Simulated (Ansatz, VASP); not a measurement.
## Two plane-wave programs on PtSe2

The input INCAR:

```
SYSTEM = PtSe2
ALGO     = Normal         ! electronic algorithm
EDIFF    = 1E-6           ! SCF threshold, eV
ENCUT    = 520            ! plane-wave cutoff, eV
GGA      = CA             ! functional
ISIF     = 2              ! what is computed and relaxed
ISMEAR   = 0              ! smearing method
ISPIN    = 2              ! spin polarisation
LASPH    = .True.         ! aspherical terms in the spheres
LCHARG   = .False.        ! write CHGCAR
LDAU     = .True.         ! DFT+U
LDAUJ    = 0 0          
LDAUL    = 2 -1           ! shell
LDAUPRINT= 1            
LDAUTYPE = 2            
LDAUU    = 4 0            ! U, eV
LMAXMIX  = 4              ! l up to which the mixer works
LORBIT   = 11             ! projections on sites
LREAL    = .False.        ! projectors in reciprocal space
LWAVE    = .False.        ! write WAVECAR
MAGMOM   = 0.5 0 0        ! initial moments
NBANDS   = 22             ! bands
NELM     = 100            ! most SCF steps
PREC     = Accurate       ! precision mode
SIGMA    = 0.05           ! smearing width, eV
```

File KPOINTS:

```
k-points
0
Gamma
  6 6 4
  0 0 0
```

File POSCAR:

```
PtSe2
1.0
    3.2802082100     -2.0108328800      0.0000000000
    3.2802082100      2.0108328800      0.0000000000
   -0.0032294100      0.0000000000      4.6257814300
Pt Se
1 2
Direct
    0.0000000000      0.0000000000      0.0000000000
    0.6879000000      0.6879000000      0.2889000000
    0.3121000000      0.3121000000      0.7111000000
```

input.yaml

```yaml
crystal:
  lattice:
    - [3.28020821, -2.01083288, 0.0]
    - [3.28020821, 2.01083288, 0.0]
    - [-0.00322941, 0.0, 4.62578143]
  atoms:
    - { symbol: Pt, position: [0.0, 0.0, 0.0], spin: 0.5 }
    - { symbol: Se, position: [0.6879, 0.6879, 0.2889] }
    - { symbol: Se, position: [0.3121, 0.3121, 0.7111] }
hamiltonian:
  xc: lda
  pseudopotentials: { kind: paw }
  hubbard: { sites: [{ species: Pt, l: d, u_eff: 4.0 }] }
magnetization:
  spin_polarized: true
kpoints:
  mp_grid: { grid: [6, 6, 4] }
scf:
  occupations: { method: gaussian, width: 0.05 }
output:
  forces: true
  stress: true
  eigenvalues: true
```

Alike in both runs: task single point; functional LDA; k mesh 6 × 6 × 4; occupations gaussian, width 0.05 eV; collinear spin, ferromagnetic start; Hubbard terms Pt d U = 4 eV.

|  | VASP | Ansatz |
| --- | --- | --- |
| version | VASP 6.6.1 | Ansatz 0.2.0 |
| potentials or method | VASP PAW LDA potentials, release 64 (Pt, Se) | Ansatz PAW |
| plane-wave cutoff (eV) | 520 | 420 |
| valence electrons in the cell | 22 | 50 |

|  | VASP | Ansatz | Ansatz less VASP |
| --- | --- | --- | --- |
| gap on the k mesh at the Fermi level (eV) | none | none | - |
| pressure (GPa) | -11.1 | -9.2 | +1.82 |
| traceless stress, the component that is largest in VASP (GPa) | -6.12 | -6.32 | -0.202 |
| rms of the force components (eV/Å) | 0.534 | 0.449 | -0.0845 |
| net moment per atom (μB) | 0.00 | 0.00 | 0.000 |

LDA's correlation is that of Perdew and Zunger in VASP and of Perdew and Wang (1992) in Ansatz. The programs project onto different local orbitals, so the same U acts differently, and such runs can settle in different states. Atom by atom the forces differ by 0.117 eV/Å (rms over components). A gap of «none» marks a metal or a gap that the smearing closes. VASP's potentials hold 22 valence electrons a cell and Ansatz's 50, so a difference there can come from the potentials and not from the codes.

Spin-orbit coupling is off throughout. Noted on Ansatz's run: the magnetic or orbital state may not be the lowest.
